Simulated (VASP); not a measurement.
Here is a VASP 6.6.1 calculation.

Contents of INCAR:

```
  PREC = Accurate
  ENCUT = 520
  EDIFF = 1E-6
  ISMEAR = -1
  SIGMA = 0.05
  LREAL = False
  LASPH = True
  NELM = 100
  ALGO = Normal
  ISIF = 2
  LWAVE = False
  LCHARG = False
  GGA = PE
  NBANDS = 15
```

The input KPOINTS:

```
regular mesh
0
Gamma
  15 15 15
```

File POSCAR:

```
ZrC
1.0
    0.0000000000      2.3184465117      2.3184465117
    2.3184465117      0.0000000000      2.3184465117
    2.3184465117      2.3184465117      0.0000000000
Zr C
1 1
Direct
    0.5000000000      0.5000000000      0.5000000000
    0.0000000000      0.0000000000      0.0000000000
```

Potentials or basis: VASP PAW PBE potentials, release 64 (Zr_sv, C).

Run with:

```sh
$ cat potpaw_PBE.64/Zr_sv/POTCAR potpaw_PBE.64/C/POTCAR > POTCAR
$ mpirun -np 1 vasp_std > vasp.out
```

(1) Estimate the band gap on the k mesh.

(2) What does it give for the pressure?

## Answers

(1) zero (band 8 reaches 11.03 eV, above the bottom of band 9 at 9.72 eV).

(2) 11.5 GPa.
